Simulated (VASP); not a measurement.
Cd2S:

```
CELL_PARAMETERS angstrom
3.88178 0.00000 0.00000
-1.94089 3.36172 0.00000
0.00000 0.00000 5.69060
ATOMIC_POSITIONS crystal
Cd 0.33333 0.66667 0.93272
Cd 0.66667 0.33333 0.57873
S 0.33333 0.66667 0.36571
```

Base run:

* Program: VASP 6.6.1
* Functional: r2SCAN
* Potentials or basis: VASP PAW PBE potentials, release 64 (Cd, S)
* Cutoff: 520 eV
* k mesh: 8 × 8 × 5
* Occupations: fermi-dirac, width 0.05 eV
* Spin: no spin polarisation

Its results: band gap on the k mesh 0.30 eV, indirect (least direct gap 0.70 eV); pressure 1.7 GPa; largest force 0.252 eV/Å.

Question: The run is repeated on the same cell with these changes: functional from r2SCAN to PBE. What comes out?

Answer: Band gap on the k mesh 0.21 eV, indirect (least direct gap 0.59 eV); pressure 3.3 GPa; largest force 0.193 eV/Å.

Caveats: the PAW data sets were made with another functional, which shifts forces and pressure a little (some runs).

A k mesh can miss the band edges.
